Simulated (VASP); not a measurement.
# AlCo in VASP: further runs, part 3 of 3

VASP 6.6.1. The steps go on from the part before.

## (6) Single point, PBE, collinear spin, ferrimagnetic start (strain +0.000 along x and y, +0.040 along z)

Input file INCAR:

```
ALGO = Normal ; EDIFF = 1E-6
ENCUT = 520 ; GGA = PE
ISIF = 2 ; ISMEAR = 0
ISPIN = 2 ; LASPH = T
LCHARG = F ; LMAXMIX = 4
LORBIT = 11 ; LREAL = F
LWAVE = F ; MAGMOM = -0.01 0.16
NBANDS = 17 ; NELM = 150
PREC = Accurate ; SIGMA = 0.15
```

Input file KPOINTS:

```
k-points
0
Gamma
  16 16 16
```

Input file POSCAR:

```
AlCo
1.0
    2.8194032100      0.0000000000      0.0000000000
    0.0000000000      2.8194032100      0.0000000000
    0.0000000000      0.0000000000      2.9321793384
Al Co
1 1
Direct
    0.0000000000      0.0000000000      0.0000000000
    0.5000000000      0.5000000000      0.5000000000
```

Potentials or basis: VASP PAW PBE potentials, release 64 (Al, Co).

Run with:

```
$ cat potpaw_PBE.64/Al/POTCAR potpaw_PBE.64/Co/POTCAR > POTCAR
$ mpirun -np 1 vasp_std > vasp.out
```

OUTCAR:

```text
EDIFF = 1E-6
   ENCUT = 520
   GGA = PE
   ISIF = 2
   ISMEAR = 0
   ISPIN = 2
   LASPH = T
   LORBIT = 11
   LREAL = F
   NELM = 150
   PREC = Accurate

 ion  position               nearest neighbor table
   1  0.000  0.000  0.000-   2 2.47   2 2.47   2 2.47   2 2.47   2 2.47   2 2.47   2 2.47   2 2.47

   2  0.500  0.500  0.500-   1 2.47   1 2.47   1 2.47   1 2.47   1 2.47   1 2.47   1 2.47   1 2.47

  LATTYP: Found a simple tetragonal cell.
 ALAT       =     2.8194032100
 C/A-ratio  =     1.0400000000

  Lattice vectors:

 A1 = (   2.8194032100,   0.0000000000,   0.0000000000)
 A2 = (   0.0000000000,   2.8194032100,   0.0000000000)
 A3 = (   0.0000000000,   0.0000000000,   2.9321793384)

Analysis of symmetry for initial positions (statically):
=====================================================================
 Subroutine PRICEL returns:
 Original cell was already a primitive cell.

 Routine SETGRP: Setting up the symmetry group for a
 simple tetragonal supercell.

 Subroutine GETGRP returns: Found 16 space group operations
 (whereof 16 operations were pure point group operations)
 out of a pool of 16 trial point group operations.

The static configuration has the point symmetry D_4h.

Analysis of symmetry for dynamics (positions and initial velocities):
=====================================================================
 Subroutine PRICEL returns:
 Original cell was already a primitive cell.

 Routine SETGRP: Setting up the symmetry group for a
 simple tetragonal supercell.

 Subroutine GETGRP returns: Found 16 space group operations
 (whereof 16 operations were pure point group operations)
 out of a pool of 16 trial point group operations.

The dynamic configuration has the point symmetry D_4h.

Analysis of structural, dynamic, and magnetic symmetry:
=====================================================================
 Subroutine PRICEL returns:
 Original cell was already a primitive cell.

 Routine SETGRP: Setting up the symmetry group for a
 simple tetragonal supercell.

 Subroutine GETGRP returns: Found 16 space group operations
 (whereof 16 operations were pure point group operations)
 out of a pool of 16 trial point group operations.

The overall configuration has the point symmetry D_4h.

 Subroutine INISYM returns: Found 16 space group operations
 (whereof 16 operations are pure point group operations),
 and found     1 'primitive' translations

----------------------------------------------------------------------------------------

                                     Primitive cell

  volume of cell :      23.3080

  direct lattice vectors                    reciprocal lattice vectors
     2.819403210  0.000000000  0.000000000     0.354684990  0.000000000  0.000000000
     0.000000000  2.819403210  0.000000000     0.000000000  0.354684990  0.000000000
     0.000000000  0.000000000  2.932179338     0.000000000  0.000000000  0.341043260

  length of vectors
     2.819403210  2.819403210  2.932179338     0.354684990  0.354684990  0.341043260

  position of ions in fractional coordinates (direct lattice)
     0.000000000  0.000000000  0.000000000
     0.500000000  0.500000000  0.500000000

[... 69 lines left out ...]
   ICHARG =      2    charge: 1-file 2-atom 10-const
   ISPIN  =      2    spin polarized calculation?
   LNONCOLLINEAR =      F non collinear calculations
   LSORBIT =      F    spin-orbit coupling
   LASPH  =      T    aspherical Exc in radial PAW
   ENCUT  =  520.0 eV  38.22 Ry    6.18 a.u.   5.24  5.24  5.45*2*pi/ulx,y,z
   NELM   =    150;   NELMIN=  2; NELMDL= -5     # of ELM steps
   EDIFF  = 0.1E-05   stopping-criterion for ELM
   LREAL  =      F    real-space projection
   EDIFFG = 0.1E-04   stopping-criterion for IOM
   NSW    =      0    number of steps for IOM
   IBRION =     -1    ionic relax: 0-MD 1-quasi-New 2-CG
   NFREE  =      0    steps in history (QN), initial steepest desc. (CG)
   ISIF   =      2    stress and relaxation
   ISYM   =      2    0-nonsym 1-usesym 2-fastsym
   POTIM  = 0.5000    time-step for ionic-motion
   TEBEG  =    0.0;   TEEND  =   0.0 temperature during run
   PSTRESS=    0.0 pullay stress
   NELECT =      12.0000    total number of electrons
   NUPDOWN=      -1.0000    fix difference up-down
   EMIN   =  10.00;   EMAX   =-10.00  energy-range for DOS
   EFERMI =   0.00;   METHOD = LEGACY
   ISMEAR =     0;   SIGMA  =   0.15  broadening in eV -4-tet -1-fermi 0-gaus
   EFERMI_NEDOS =   21; number of points for ismear=-14 and -15
   IALGO  =     38    algorithm
   IMIX   =      4    mixing-type and parameters
     AMIX     =   0.40;   BMIX     =  1.00
     AMIX_MAG =   1.60;   BMIX_MAG =  1.00
  volume/ion in A,a.u.               =      11.65        78.65
  Fermi-wavevector in a.u.,A,eV,Ry     =   1.312100  2.479510 23.423878  1.721606
  Thomas-Fermi vector in A             =   2.442516
   LORBIT       =     11    0 simple, 1 ext, 2 COOP (PROOUT), +10 PAW based schemes
   GGA     = PE    functional components
   LHFCALC =     F    Hartree Fock is set to
   AEXX    =    0.0000 exact exchange contribution
   IVDW    =     0    specifies the selected vdW correction
   LEPSILON=     F    determine dielectric tensor
   LRPA    =     F    only Hartree local field effects (RPA)
 spin polarized calculation
 Gauss-broadening in eV      SIGMA  =   0.15
  energy-cutoff  :      520.00
  volume of cell :       23.31
 maximum number of plane-waves:       648
 NGX is ok and might be reduce to    24
   NGX = 11   NGY = 11   NGZ = 11

 number of electron      11.9999998 magnetization      -0.0022542

 number of electron      11.9999998 magnetization       0.0043598

 Free energy of the ion-electron system (eV)
  ---------------------------------------------------
  ext. energy  EPLUGINS =         0.00000000
  ---------------------------------------------------
  free energy    TOTEN  =       -11.98286370 eV

  energy without entropy =      -11.97199984  energy(sigma->0) =      -11.97743177

 E-fermi :  10.4314     XC(G=0): -12.2316

 val. band max:       10.4311798341   @ k =   0.2500   0.0625   0.5000
 cond. band min:      10.4318199208   @ k =   0.5000   0.0000   0.3750
 fundamental gap:      0.0006400867
 Fermi energy:        10.4313790469

 spin component 1

 k-point     1 :       0.0000    0.0000    0.0000
  band No.  band energies     occupation
      1      -0.5465      1.00000
      2       7.5203      1.00000
      3       7.5862      1.00000
      4       9.6124      1.00000
      5       9.6124      1.00000
      6       9.7435      1.00000
[... 459 lines left out ...]
      6       9.5907      1.00000
[... 9 lines left out ...]
     16      30.4532      0.00000
     17      34.9629      0.00000

 [... further k-points ...]

 spin component 2

 k-point     1 :       0.0000    0.0000    0.0000
  band No.  band energies     occupation
      1      -0.5471      1.00000
      2       7.5289      1.00000
      3       7.5904      1.00000
      4       9.6154      1.00000
      5       9.6154      1.00000
      6       9.7473      1.00000
[... 459 lines left out ...]
      6       9.5937      1.00000
[... 9 lines left out ...]
     16      30.4527      0.00000
     17      34.9622      0.00000

 [... further k-points ...]

------------------------ aborting loop because EDIFF is reached ----------------------------------------

  FORCE on cell =-STRESS in cart. coord.  units (eV):
  Direction    XX          YY          ZZ          XY          YZ          ZX
  --------------------------------------------------------------------------------------
  -------------------------------------------------------------------------------------
  Total        0.1466516      0.1466516     -0.5540331      0.0000000      0.0000000      0.0000000
  in kB       10.0807382     10.0807382    -38.0838943      0.0000000      0.0000000      0.0000000
  external PRESSURE =      -5.9741393 kB  Pullay stress =       0.0000000 kB

 VOLUME and BASIS-vectors are now :
 -----------------------------------------------------------------------------
  energy-cutoff  :      520.00
  volume of cell :       23.31
      direct lattice vectors                 reciprocal lattice vectors
     2.819403210  0.000000000  0.000000000     0.354684990  0.000000000  0.000000000
     0.000000000  2.819403210  0.000000000     0.000000000  0.354684990  0.000000000
     0.000000000  0.000000000  2.932179338     0.000000000  0.000000000  0.341043260

 POSITION                                       TOTAL-FORCE (eV/Angst)
 -----------------------------------------------------------------------------------
      0.00000      0.00000      0.00000         0.000000      0.000000      0.000000
      1.40970      1.40970      1.46609         0.000000      0.000000      0.000000
 -----------------------------------------------------------------------------------
    total drift:                                0.000000      0.000000     -0.000000

  FREE ENERGIE OF THE ION-ELECTRON SYSTEM (eV)
  ---------------------------------------------------
  free  energy   TOTEN  =       -11.9828637016 eV

  energy  without entropy=      -11.9719998374  energy(sigma->0) =      -11.97743177

 total charge

# of ion       s       p       d       tot
------------------------------------------
    1        0.394   0.426   0.000   0.819
    2        0.433   0.500   7.504   8.437
--------------------------------------------------
tot          0.827   0.926   7.504   9.256

 magnetization (x)

# of ion       s       p       d       tot
------------------------------------------
    1       -0.000  -0.000   0.000  -0.000
    2        0.000  -0.000   0.005   0.005
--------------------------------------------------
tot          0.000  -0.000   0.005   0.005
```

OSZICAR:

```text
N       E                     dE             d eps       ncg     rms          rms(c)
DAV:   1     0.373268755323E+02    0.37327E+02   -0.46865E+03 28140   0.702E+02
DAV:   2    -0.115776601897E+02   -0.48905E+02   -0.43417E+02 31444   0.150E+02
DAV:   3    -0.136111488721E+02   -0.20335E+01   -0.20104E+01 33132   0.325E+01
DAV:   4    -0.136402440836E+02   -0.29095E-01   -0.29079E-01 33163   0.346E+00
DAV:   5    -0.136411027249E+02   -0.85864E-03   -0.85859E-03 33957   0.641E-01    0.125E+01
DAV:   6    -0.164850216820E+02   -0.28439E+01   -0.54691E+01 30654   0.747E+01    0.177E+01
DAV:   7    -0.120124425218E+02    0.44726E+01   -0.27032E+01 31400   0.477E+01    0.182E+00
DAV:   8    -0.119969135580E+02    0.15529E-01   -0.10231E-01 32394   0.185E+00    0.115E+00
DAV:   9    -0.119830695682E+02    0.13844E-01   -0.28301E-02 35508   0.156E+00    0.273E-01
DAV:  10    -0.119828914110E+02    0.17816E-03   -0.73604E-04 38433   0.257E-01    0.151E-01
DAV:  11    -0.119828715594E+02    0.19852E-04   -0.30747E-05 38156   0.488E-02    0.954E-02
DAV:  12    -0.119828641815E+02    0.73779E-05   -0.72495E-06 33804   0.219E-02    0.970E-03
DAV:  13    -0.119828637016E+02    0.47995E-06   -0.12917E-06 16996   0.981E-03
   1 F= -.11982864E+02 E0= -.11977432E+02  d E =-.108639E-01  mag=     0.0041
```

Wall time 88 s (1 thread of Intel Xeon 6975P-C (Granite Rapids), shared host); peak memory 0.34 GiB.

Results:

```yaml
Free_energy: -11.9829 eV
Pressure: -0.6 GPa
Band_gap_on_the_k_mesh: zero (filled and empty bands overlap)
Net_moment: 0.00 μB per cell
Valence_electrons_inside_the_program's_atomic_spheres: Al 0.82; Co 8.44
```

Caveat: the cell differs from its parent crystal (strain +0.000 along x and y, +0.040 along z).

## (7) Overview

```csv
cell,gap on the mesh (eV),pressure (GPa),moment (μB)
"a = 2.594 Å, 2 atoms",none,93.3,0.00
"a = 3.045 Å, 2 atoms",none,-22.9,0.00
"a = 2.594, b = 2.594, c = 2.707 Å, 2 atoms",none,73.0,0.00
"a = 2.594, b = 2.594, c = 2.819 Å, 2 atoms",none,56.6,0.00
"a = 2.819, b = 2.819, c = 2.932 Å, 2 atoms",none,-0.6,0.00
```

Alike in all rows: task single point; level PBE; potentials or basis VASP PAW PBE potentials, release 64 (Al, Co); spin collinear, ferrimagnetic start; k mesh 16 × 16 × 16; cutoff (eV) 520; smearing gaussian 0.15 eV.

Absolute energies hang on the potentials; compare differences alone.
